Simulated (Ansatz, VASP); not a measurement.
## One calculation of ZnS, two programs

```xyz
4
Lattice="3.8067 0.0000 0.0000 -1.9034 3.2967 0.0000 0.0000 0.0000 6.2457" Properties=species:S:1:pos:R:3 pbc="T T T"
Zn    0.0000    2.1978    0.0337
Zn    1.9034    1.0989    3.1565
S     0.0000    2.1978    2.3710
S     1.9034    1.0989    5.4938
```

Alike in both runs: task single point; functional r2SCAN; k mesh 6 × 6 × 4; occupations gaussian, width 0.02 eV; no spin polarisation.

|  | VASP | Ansatz |
| --- | --- | --- |
| version | VASP 6.6.1 | Ansatz 0.2.0 |
| potentials or method | VASP PAW PBE potentials, release 64 (Zn, S), cutoff 520 eV | scalar-relativistic, plane waves, PAW |
| valence electrons in the cell | 36 | 36 |

|  | VASP | Ansatz | Ansatz less VASP |
| --- | --- | --- | --- |
| gap on the k mesh at the Fermi level (eV) | 2.79 | 2.78 | -0.010 |
| least direct gap on the mesh (eV) | 2.79 | 2.78 | -0.010 |
| pressure (GPa) | 0.0 | 0.0 | -0.05 |

VASP's potentials were made for PBE, not for r2SCAN.
